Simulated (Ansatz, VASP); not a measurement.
# LiH in VASP and in Ansatz

```xyz
2
Lattice="0.0000 2.0368 2.0368 2.0368 0.0000 2.0368 2.0368 2.0368 0.0000" Properties=species:S:1:pos:R:3 pbc="T T T"
Li    0.0000    0.0000    0.0000
H     2.0368    2.0368    2.0368
```

Alike in both runs: task single point; functional PBE0; k mesh 8 × 8 × 8; occupations fermi-dirac, width 0.05 eV; no spin polarisation.

|  | VASP | Ansatz |
| --- | --- | --- |
| version | VASP 6.6.1 | Ansatz 0.2.0 |
| potentials or method | VASP PAW PBE potentials, release 64 (Li_sv, H), cutoff 520 eV | all-electron PAW datasets made for the crystal |

```csv
,VASP,Ansatz,Ansatz less VASP
gap on the k mesh at the Fermi level (eV),4.70,4.69,-0.014
least direct gap on the mesh (eV),4.70,4.69,-0.014
```

Ansatz ran all-electron here, and VASP with PAW potentials.

Noted on VASP's run: the cutoff is short for stress, so the pressure is rough. Noted on Ansatz's run: the program warned that the printed levels may be off, so bands, gaps and densities of states are rough.
